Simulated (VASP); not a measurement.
Here is a VASP 6.6.1 calculation.

File INCAR:

```
ALGO     = Normal         # electronic algorithm
EDIFF    = 1E-6           # SCF threshold, eV
ENCUT    = 500            # plane-wave cutoff, eV
GGA      = PE             # functional
GGA_COMPAT= False        
ISIF     = 2              # what is computed and relaxed
ISMEAR   = 0              # smearing method
IVDW     = 12             # dispersion correction
LASPH    = True           # aspherical terms in the spheres
LCHARG   = True           # write CHGCAR
LELF     = True           # ELF
LREAL    = False          # projectors in reciprocal space
LVHAR    = True         
LWAVE    = False          # write WAVECAR
NBANDS   = 19             # bands
NELM     = 120            # most SCF steps
PREC     = Accurate       # precision mode
SIGMA    = 0.1            # smearing width, eV
```

File KPOINTS:

```
k-points
0
Gamma
  15 15 8
```

POSCAR

```
TiSe2
1.0
    3.4811078656      0.0000000000      0.0000000000
   -1.7405539328      3.0147278449      0.0000000000
    0.0000000000      0.0000000000      5.8712256217
Ti Se
1 2
Direct
    0.0000000000      0.0000000000      0.0000000000
    0.3333333333      0.6666666667      0.2646561268
    0.6666666667      0.3333333333      0.7353438732
```

Potentials or basis: VASP PAW PBE potentials, release 64 (Ti_sv, Se).

Run with:

```sh
$ cat potpaw_PBE.64/Ti_sv/POTCAR potpaw_PBE.64/Se/POTCAR > POTCAR
$ mpirun -np 1 vasp_std > vasp.out
```

Problem. Predict the dispersion energy per atom.

Solution. -0.450 eV.

Problem. What does it give for the pressure?

Solution. 0.1 GPa.

Forces on the atoms (eV/Å):
```
Ti   0.000  0.000  0.000
Se   0.000  0.000  0.019
Se   0.000  0.000 -0.019
```

Caveat: pairwise dispersion overbinds metals, which lowers pressure and volume.
